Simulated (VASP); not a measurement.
# NaF in VASP: further runs

Runs on NaF. Level: LDA. Tasks: single point.

Program: VASP 6.6.1. These are calculated values, not measurements. Logs are shortened: lines on timing, memory, paths and dates and some standing lists are left out, and cuts for length are marked.

### 1 The cell of the first run

It takes space group I4mm (No. 107, tetragonal). The conventional cell has a = 3.233 Å, b = 3.233 Å, c = 4.572 Å, α = 90.00°, β = 90.00°, γ = 90.00°. Na (site symmetry 4mm) has 6 F at 2.17 to 2.41 Å within 2.9 Å. Within 2.9 Å of F (site symmetry 4mm) lie 6 Na at 2.17 to 2.41 Å.

### 2 Single point, LDA (atom 2 (F) moved by [0.12, 0.0, 0.0] A)

File INCAR:

```
SYSTEM = NaF
ALGO     = Normal         ! electronic algorithm
EDIFF    = 1E-6           ! SCF threshold, eV
ENCUT    = 520            ! plane-wave cutoff, eV
GGA      = CA             ! functional
ISIF     = 2              ! what is computed and relaxed
ISMEAR   = -1             ! smearing method
LASPH    = .True.         ! aspherical terms in the spheres
LCHARG   = .False.        ! write CHGCAR
LREAL    = .False.        ! projectors in reciprocal space
LWAVE    = .False.        ! write WAVECAR
NBANDS   = 14             ! bands
NELM     = 100            ! most SCF steps
PREC     = Accurate       ! precision mode
SIGMA    = 0.03           ! smearing width, eV
```

File KPOINTS:

```
k-points
0
Gamma
  10 10 10
  0 0 0
```

File POSCAR:

```
NaF
1.0
    0.0000000000      2.2858943317      2.2858943317
    2.2858943317      0.0000000000      2.2858943317
    2.2858943317      2.2858943317      0.0000000000
Na F
1 1
Direct
    0.0000000000      0.0000000000      0.0000000000
    0.4737520676      0.5262479324      0.5262479324
```

Potentials or basis: VASP PAW LDA potentials, release 64 (Na_pv, F).

Command:

```console
$ cat potpaw_LDA.64/Na_pv/POTCAR potpaw_LDA.64/F/POTCAR > POTCAR
$ mpirun -np 1 vasp_std > vasp.out
```

OUTCAR:

```text
SYSTEM = NaF
   EDIFF = 1E-6
   ENCUT = 520
   GGA = CA
   ISIF = 2
   ISMEAR = -1
   LASPH = .True.
   LREAL = .False.
   NELM = 100
   PREC = Accurate

 ion  position               nearest neighbor table
   1  0.000  0.000  0.000-   2 2.17   2 2.29   2 2.29   2 2.29   2 2.29
   2  0.474  0.526  0.526-   1 2.17   1 2.29   1 2.29   1 2.29   1 2.29

  LATTYP: Found a face centered cubic cell.
 ALAT       =     4.5717886634

  Lattice vectors:

 A1 = (   0.0000000000,   2.2858943317,   2.2858943317)
 A2 = (   2.2858943317,   0.0000000000,   2.2858943317)
 A3 = (   2.2858943317,   2.2858943317,   0.0000000000)

Analysis of symmetry for initial positions (statically):
=====================================================================
 Subroutine PRICEL returns:
 Original cell was already a primitive cell.

 Routine SETGRP: Setting up the symmetry group for a
 face centered cubic supercell.

 Subroutine GETGRP returns: Found  8 space group operations
 (whereof  8 operations were pure point group operations)
 out of a pool of 48 trial point group operations.

The static configuration has the point symmetry C_4v.

Analysis of symmetry for dynamics (positions and initial velocities):
=====================================================================
 Subroutine PRICEL returns:
 Original cell was already a primitive cell.

 Routine SETGRP: Setting up the symmetry group for a
 face centered cubic supercell.

 Subroutine GETGRP returns: Found  8 space group operations
 (whereof  8 operations were pure point group operations)
 out of a pool of 48 trial point group operations.

The dynamic configuration has the point symmetry C_4v.

 Subroutine INISYM returns: Found  8 space group operations
 (whereof  8 operations are pure point group operations),
 and found     1 'primitive' translations

----------------------------------------------------------------------------------------

                                     Primitive cell

  volume of cell :      23.8890

  direct lattice vectors                    reciprocal lattice vectors
     0.000000000  2.285894332  2.285894332    -0.218732770  0.218732770  0.218732770
     2.285894332  0.000000000  2.285894332     0.218732770 -0.218732770  0.218732770
     2.285894332  2.285894332  0.000000000     0.218732770  0.218732770 -0.218732770

  length of vectors
[... 84 lines left out ...]
   EDIFFG = 0.1E-04   stopping-criterion for IOM
   NSW    =      0    number of steps for IOM
   IBRION =     -1    ionic relax: 0-MD 1-quasi-New 2-CG
   NFREE  =      0    steps in history (QN), initial steepest desc. (CG)
   ISIF   =      2    stress and relaxation
   ISYM   =      2    0-nonsym 1-usesym 2-fastsym
   POTIM  = 0.5000    time-step for ionic-motion
   TEBEG  =    0.0;   TEEND  =   0.0 temperature during run
   PSTRESS=    0.0 pullay stress
   NELECT =      14.0000    total number of electrons
   NUPDOWN=      -1.0000    fix difference up-down
   EMIN   =  10.00;   EMAX   =-10.00  energy-range for DOS
   EFERMI =   0.00;   METHOD = LEGACY
   ISMEAR =    -1;   SIGMA  =   0.03  broadening in eV -4-tet -1-fermi 0-gaus
   EFERMI_NEDOS =   21; number of points for ismear=-14 and -15
   IALGO  =     38    algorithm
   IMIX   =      4    mixing-type and parameters
     AMIX     =   0.40;   BMIX     =  1.00
     AMIX_MAG =   1.60;   BMIX_MAG =  1.00
  volume/ion in A,a.u.               =      11.94        80.61
  Fermi-wavevector in a.u.,A,eV,Ry     =   1.369992  2.588909 25.536476  1.876878
  Thomas-Fermi vector in A             =   2.495818
   LORBIT       =      0    0 simple, 1 ext, 2 COOP (PROOUT), +10 PAW based schemes
   GGA     = CA    functional components
   LHFCALC =     F    Hartree Fock is set to
   AEXX    =    0.0000 exact exchange contribution
   IVDW    =     0    specifies the selected vdW correction
   LEPSILON=     F    determine dielectric tensor
   LRPA    =     F    only Hartree local field effects (RPA)
 non-spin polarized calculation
  energy-cutoff  :      520.00
  volume of cell :       23.89
 maximum number of plane-waves:       656
   NGX = 13   NGY = 13   NGZ = 13

 number of electron      13.9999996 magnetization

 Free energy of the ion-electron system (eV)
  ---------------------------------------------------
  ext. energy  EPLUGINS =         0.00000000
  ---------------------------------------------------
  free energy    TOTEN  =        -9.30726070 eV

  energy without entropy =       -9.30726069  energy(sigma->0) =       -9.30726070

 E-fermi :  -1.7289     XC(G=0): -10.1449

 val. band max:       -2.3362890391   @ k =   0.0000   0.0000   0.0000
 cond. band min:       3.8380554742   @ k =   0.0000   0.0000   0.0000
 fundamental gap:      6.1743445133
 Fermi energy:        -1.7288693746

 k-point     1 :       0.0000    0.0000    0.0000
  band No.  band energies     occupation
      1     -21.2291      2.00000
      2     -20.9659      2.00000
      3     -20.9659      2.00000
      4     -20.9055      2.00000
      5      -2.3368      2.00000
      6      -2.3368      2.00000
      7      -2.3363      2.00000
      8       3.8381      0.00000
      9      16.5007      0.00000
     10      16.5262      0.00000
     11      16.5262      0.00000
     12      19.3583      0.00000
     13      21.6601      0.00000
     14      21.6716      0.00000
[... 377 lines left out ...]
      1     -21.5115      2.00000
      2     -20.9825      2.00000
      3     -20.9661      2.00000
      4     -20.5745      2.00000
      5      -2.8364      2.00000
      6      -2.4318      2.00000
      7      -2.3984      2.00000
      8       4.7728      0.00000
      9      14.1158      0.00000
     10      16.5869      0.00000
     11      17.0788      0.00000
     12      20.3253      0.00000
     13      21.2675      0.00000
     14      22.3957      0.00000

 [... further k-points ...]
[... 5 lines left out ...]
  --------------------------------------------------------------------------------------
  -------------------------------------------------------------------------------------
  Total       -0.1212124     -0.4038270     -0.4038270      0.0000000      0.0000000     -0.0000000
  in kB       -8.1294112    -27.0836687    -27.0836687      0.0000000      0.0000000     -0.0000000
  external PRESSURE =     -20.7655829 kB  Pullay stress =       0.0000000 kB

 VOLUME and BASIS-vectors are now :
 -----------------------------------------------------------------------------
  energy-cutoff  :      520.00
  volume of cell :       23.89
      direct lattice vectors                 reciprocal lattice vectors
     0.000000000  2.285894332  2.285894332    -0.218732770  0.218732770  0.218732770
     2.285894332  0.000000000  2.285894332     0.218732770 -0.218732770  0.218732770
     2.285894332  2.285894332  0.000000000     0.218732770  0.218732770 -0.218732770

 POSITION                                       TOTAL-FORCE (eV/Angst)
 -----------------------------------------------------------------------------------
      0.00000      0.00000      0.00000         0.316146      0.000000      0.000000
      2.40589      2.28589      2.28589        -0.316146      0.000000      0.000000
 -----------------------------------------------------------------------------------
    total drift:                                0.000066     -0.000001     -0.000001

  FREE ENERGIE OF THE ION-ELECTRON SYSTEM (eV)
  ---------------------------------------------------
  free  energy   TOTEN  =        -9.3072606950 eV

  energy  without entropy=       -9.3072606950  energy(sigma->0) =       -9.30726070
```

stdout:

```text
POSCAR found type information on POSCAR NaF
 POSCAR found :  2 types and       2 ions
 scaLAPACK will be used
 LDA part: xc-table for (Slater(with rela. corr.)+CA(PZ))
 , standard interpolation
 POSCAR, INCAR and KPOINTS ok, starting setup
 FFT: planning ... GRIDC
 FFT: planning ... GRID_SOFT
 FFT: planning ... GRID
 WAVECAR not read
 entering main loop
```

Wall time 30 s (1 thread of Intel Xeon 8259CL, shared host); peak memory 0.14 GiB.

Results:

```
Free energy            : -9.3073 eV
Pressure               : -2.1 GPa
Largest force          : 0.316 eV/Å
Band gap on the k mesh : 6.17 eV
```

Forces on the atoms (eV/Å):
```
Na   0.316  0.000  0.000
F   -0.316  0.000  0.000
```

Stress tensor (GPa, compression positive):
```
-0.81  0.00  0.00
 0.00 -2.71  0.00
 0.00  0.00 -2.71
```

Caveat: the cell differs from its parent crystal (atom 2 (F) moved by [0.12, 0.0, 0.0] A). A k mesh can miss the band edges.

### 3 Single point, LDA (equal xy, yz and zx shear strains of -2 %)

File INCAR:

```
SYSTEM = NaF
PREC = Accurate
ENCUT = 520
EDIFF = 1E-6
ISMEAR = -1
SIGMA = 0.03
LREAL = .False.
LASPH = .True.
NELM = 60
ALGO = Normal
ISIF = 2
LWAVE = .False.
LCHARG = .False.
NBANDS = 14
```

File KPOINTS:

```
Automatic mesh
0
Gamma
  10 10 10
  0 0 0
```

File POSCAR:

```
NaF
1.0
   -0.0457178866      2.2630353884      2.2630353884
    2.2630353884     -0.0457178866      2.2630353884
    2.2630353884      2.2630353884     -0.0457178866
Na F
1 1
Direct
    0.0000000000      0.0000000000      0.0000000000
    0.5000000000      0.5000000000      0.5000000000
```

Potentials or basis: VASP PAW LDA potentials, release 64 (Na_pv, F).

Command:

```console
$ cat potpaw_LDA.64/Na_pv/POTCAR potpaw_LDA.64/F/POTCAR > POTCAR
$ mpirun -np 1 vasp_std > vasp.out
```

Run time: 32 s. Hardware: 1 thread of Intel Xeon 8259CL, shared host; peak memory 0.15 GiB.

Results (log left out):

```
Free energy            : -9.3230 eV
Pressure               : -2.6 GPa
Band gap on the k mesh : 6.12 eV
```

Stress tensor (GPa, compression positive):
```
-2.59  0.55  0.55
 0.55 -2.59  0.55
 0.55  0.55 -2.59
```

Levels at points of the mesh, in eV from the valence-band top:
| k point | band 5 | band 6 | band 7 | band 8 | band 9 | band 10 |
| --- | --- | --- | --- | --- | --- | --- |
| (0.00, 0.00, 0.00) | -0.08 | -0.08 | 0.00 | 6.12 | 18.51 | 18.51 |
| (0.50, 0.00, 0.00) | -1.82 | -0.35 | -0.29 | 10.57 | 12.30 | 19.96 |
| (0.50, 0.50, 0.00) | -1.45 | -0.54 | -0.45 | 12.89 | 13.03 | 13.61 |
| (0.50, 0.50, 0.50) | -1.79 | -0.40 | -0.40 | 10.58 | 12.64 | 19.71 |

Caveat: the cell differs from its parent crystal (equal xy, yz and zx shear strains of -2 %).

### 4 Single point, LDA (xy shear strain of +4 %)

File INCAR:

```
SYSTEM = NaF
  PREC = Accurate
  ENCUT = 520
  EDIFF = 1E-6
  ISMEAR = -1
  SIGMA = 0.03
  LREAL = .False.
  LASPH = .True.
  NELM = 100
  ALGO = Normal
  ISIF = 2
  LWAVE = .False.
  LCHARG = .True.
  GGA = CA
  LELF = .True.
  LVHAR = .True.
  NBANDS = 14
```

KPOINTS is that of step 3.

File POSCAR:

```
NaF
1.0
    0.0457178866      2.2858943317      2.2858943317
    2.2858943317      0.0457178866      2.2858943317
    2.3316122183      2.3316122183      0.0000000000
Na F
1 1
Direct
    0.0000000000      0.0000000000      0.0000000000
    0.5000000000      0.5000000000      0.5000000000
```

Command:

```console
$ cat potpaw_LDA.64/Na_pv/POTCAR potpaw_LDA.64/F/POTCAR > POTCAR
$ mpirun -np 1 vasp_std > vasp.out
```

Wall time 56 s (1 thread of Intel Xeon 8259CL, shared host); peak memory 0.16 GiB.

The run converged. Its results:

```yaml
Free_energy: -9.3221 eV
Pressure: -2.6 GPa
Band_gap_on_the_k_mesh: 6.11 eV
```

Stress tensor (GPa, compression positive):
```
-2.57 -1.16  0.00
-1.16 -2.57  0.00
 0.00  0.00 -2.63
```

Levels at points of the mesh, in eV from the valence-band top:
```
           k point  band 4  band 5  band 6  band 7  band 8  band 9  band 10  band 11
(0.00, 0.00, 0.00)  -18.71   -0.11   -0.06    0.00    6.11   18.26    18.77    19.27
(0.50, 0.00, 0.00)  -17.80   -1.80   -0.41   -0.35   10.57   12.55    19.63    20.03
(0.50, 0.50, 0.00)  -18.59   -1.46   -0.59   -0.41   12.83   13.02    13.66    19.30
(0.00, 0.00, 0.50)  -17.78   -1.83   -0.34   -0.27   10.56   12.21    20.07    20.48
(0.50, 0.00, 0.50)  -18.59   -1.46   -0.50   -0.50   12.91   13.02    13.58    19.79
```

Caveat: the cell differs from its parent crystal (xy shear strain of +4 %). A k mesh can miss the band edges.

### 5 Summary

| cell | gap on the mesh (eV) | pressure (GPa) |
| --- | --- | --- |
| a = 3.233 Å, angles 60.0°, 2 atoms, atomic positions A | 6.17 | -2.1 |
| a = 3.201 Å, angles 61.3°, 2 atoms, atomic positions B | 6.12 | -2.6 |
| a = 3.233, b = 3.233, c = 3.297 Å, angles 59.3, 59.3, 58.7°, 2 atoms, atomic positions B | 6.11 | -2.6 |

Alike in all rows: task single point; level LDA; potentials or basis VASP PAW LDA potentials, release 64 (Na_pv, F); no spin polarisation; k mesh 10 × 10 × 10; cutoff (eV) 520; smearing fermi-dirac 0.03 eV.

Total energies depend on the potentials used, so only differences within one code and one set of settings carry meaning.
